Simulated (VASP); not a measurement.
A run of VASP 6.6.1:

INCAR

```
SYSTEM = As
PREC = Accurate ; ENCUT = 600
EDIFF = 1E-6 ; ISMEAR = 0
SIGMA = 0.1 ; LREAL = .False.
LASPH = .True. ; NELM = 120
ALGO = Normal ; ISIF = 2
LWAVE = .False. ; LCHARG = .False.
GGA = B5 ; ALDAX = 1.0
AGGAX = 1.0 ; AGGAC = 1.0
ALDAC = 0.0 ; NBANDS = 22
GGA_COMPAT = .False.
```

Contents of KPOINTS:

```
Automatic mesh
0
Gamma
  6 6 6
  0 0 0
```

POSCAR

```
As
1.0
    1.8797494575      1.0852738553      3.4857700000
   -1.8797494575      1.0852738553      3.4857700000
    0.0000000000     -2.1705477106      3.4857700000
As
2
Direct
    0.2275400000      0.2275400000      0.2275400000
    0.7724600000      0.7724600000      0.7724600000
```

Potentials or basis: VASP PAW PBE potentials, release 64 (As_d).

The run is started by

```console
$ cat potpaw_PBE.64/As_d/POTCAR > POTCAR
$ mpirun -np 1 vasp_std > vasp.out
```

Hardware: 1 thread of Intel(R) Xeon(R) 6975P-C (Granite Rapids), with other jobs on the host.

**Question.** Estimate the wall time of this run.

**Answer.** It took 20 s on 1 thread of Intel(R) Xeon(R) 6975P-C (Granite Rapids) (shared host), peak memory 0.21 GiB. Counts: scf iterations 11, k points 32.
